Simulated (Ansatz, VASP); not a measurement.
One calculation of BP, two programs

INCAR

```
SYSTEM = BP
  ALGO = Normal
  EDIFF = 1E-6
  ENCUT = 500
  GGA = CA
  GGA_COMPAT = .False.
  ISIF = 2
  ISMEAR = -1
  LASPH = .True.
  LCHARG = .True.
  LELF = .True.
  LREAL = .False.
  LVHAR = .True.
  LWAVE = .False.
  NBANDS = 11
  NELM = 120
  PREC = Accurate
  SIGMA = 0.1
```

File KPOINTS:

```
k-points
0
Gamma
  15 15 15
  0 0 0
```

POSCAR

```
BP
1.0
    0.0000000000      2.0438047812      2.0438047812
    2.0438047812      0.0000000000      2.0438047812
    2.0438047812      2.0438047812      0.0000000000
B P
1 1
Direct
    0.0000000000      0.0000000000      0.0000000000
    0.5000000000      0.5000000000      0.5000000000
```

Input for Ansatz:

```yaml
crystal:
  lattice:
    - [0.0, 2.0438047812, 2.0438047812]
    - [2.0438047812, 0.0, 2.0438047812]
    - [2.0438047812, 2.0438047812, 0.0]
  atoms:
    - { symbol: B, position: [0.0, 0.0, 0.0] }
    - { symbol: P, position: [0.5, 0.5, 0.5] }
kpoints:
  mp_grid: { grid: [15, 15, 15] }
scf:
  occupations: { method: fermi_dirac, width: 0.1 }
  mixing: { algorithm: anderson, beta: 0.1 }
hamiltonian:
  xc: lda
  pseudopotentials: { kind: all_electron, lapw: { basis_error: 0.001 } }
output:
  forces: true
  stress: true
  eigenvalues: true
  populations: true
basis:
  xc_grid: 2
```

Alike in both runs: task single point; functional LDA; k mesh 15 × 15 × 15; occupations fermi-dirac, width 0.1 eV; no spin polarisation.

```csv
,VASP,Ansatz
version,VASP 6.6.1,Ansatz 0.2.0
potentials or method,"VASP PAW LDA potentials, release 64 (B, P), cutoff 500 eV","all-electron LAPW, scalar-relativistic"
```

```csv
,VASP,Ansatz,Ansatz less VASP
gap on the k mesh at the Fermi level (eV),none,none,-
pressure (GPa),27.9,28.0,+0.11
```

LDA's correlation is that of Perdew and Zunger in VASP and of Perdew and Wang (1992) in Ansatz. A gap of «none» marks a metal or a gap that the smearing closes. Ansatz ran all-electron here, and VASP with PAW potentials.
